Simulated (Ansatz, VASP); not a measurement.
## Ti2Co: VASP beside Ansatz

Contents of INCAR:

```
PREC = Accurate
ENCUT = 600
EDIFF = 1E-6
ISMEAR = 0
SIGMA = 0.1
LREAL = False
LASPH = True
NELM = 150
ALGO = Fast
ISIF = 3
LWAVE = False
LCHARG = False
ISPIN = 2
MAGMOM = 0 0 0 0 0.59 0.59
LORBIT = 11
LMAXMIX = 4
GGA = PS
IBRION = 2
NSW = 80
EDIFFG = -0.01
```

KPOINTS

```
Automatic mesh
0
Gamma
  4 4 4
```

POSCAR

```
Ti2Co
1.0
    0.0000000000      3.3650000000      3.3650000000
    3.3650000000      0.0000000000      3.3650000000
    3.3650000000      3.3650000000      0.0000000000
Ti Co
4 2
Direct
    0.1250000000      0.1250000000      0.1250000000
    0.6250000000      0.1250000000      0.1250000000
    0.1250000000      0.1250000000      0.6250000000
    0.1250000000      0.6250000000      0.1250000000
    0.5000000000      0.5000000000      0.5000000000
    0.7500000000      0.7500000000      0.7500000000
```

Input for Ansatz:

```yaml
crystal:
  lattice:
    - [0.0, 3.365, 3.365]
    - [3.365, 0.0, 3.365]
    - [3.365, 3.365, 0.0]
  atoms:
    - { symbol: Ti, position: [0.125, 0.125, 0.125] }
    - { symbol: Ti, position: [0.625, 0.125, 0.125] }
    - { symbol: Ti, position: [0.125, 0.125, 0.625] }
    - { symbol: Ti, position: [0.125, 0.625, 0.125] }
    - { symbol: Co, position: [0.5, 0.5, 0.5], spin: 0.59 }
    - { symbol: Co, position: [0.75, 0.75, 0.75], spin: 0.59 }
basis:
  ecutwfc: 420
kpoints:
  mp_grid: { grid: [4, 4, 4] }
hamiltonian:
  xc: pbesol
scf:
  occupations: { method: gaussian, width: 0.1 }
output:
  forces: true
  stress: true
  eigenvalues: true
  populations: true
magnetization:
  spin_polarized: true
relax:
  adjacent_minimum: "off"
  f_tol: 0.01
  max_steps: 60
  cell: { stress_tol: 0.05 }
```

Alike in both runs: task relaxation of cell and atoms; functional PBEsol; k mesh 4 × 4 × 4; occupations gaussian, width 0.1 eV; collinear spin.

|  | VASP | Ansatz |
| --- | --- | --- |
| version | VASP 6.6.1 | Ansatz 0.2.0 |
| potentials or method | VASP PAW PBE potentials, release 64 (Ti_sv, Co), cutoff 600 eV | scalar-relativistic, plane waves, PAW |
| valence electrons in the cell | 66 | 82 |

Ansatz gave:

```
gap on the k mesh at the Fermi level, each at its own relaxed structure (eV) : none
net moment per atom (μB)                                                     : 0.27
size of the moment on the site where the two differ most (μB)                : 0.95
relaxed volume (Å³/atom)                                                     : 14.10
relaxed cell length with the largest relative difference (Å)                 : 4.928
```

Task: Which values does VASP return?

Result: gap on the k mesh at the Fermi level, each at its own relaxed structure (eV): none; net moment per atom (μB): 0.00; size of the moment on the site where the two differ most (μB): 0.00; relaxed volume (Å³/atom): 13.97; relaxed cell length with the largest relative difference (Å): 4.912.

The net moments are unlike, so the other rows may belong to different states. VASP's potentials were made for PBE, not for PBEsol. Site moments also hang on the region over which each program counts them. A gap of «none» marks a metal or a gap that the smearing closes. VASP's potentials hold 66 valence electrons a cell and Ansatz's 82, so a difference there can come from the potentials and not from the codes.

The k mesh is coarse, so the values compare programs but aren't converged.
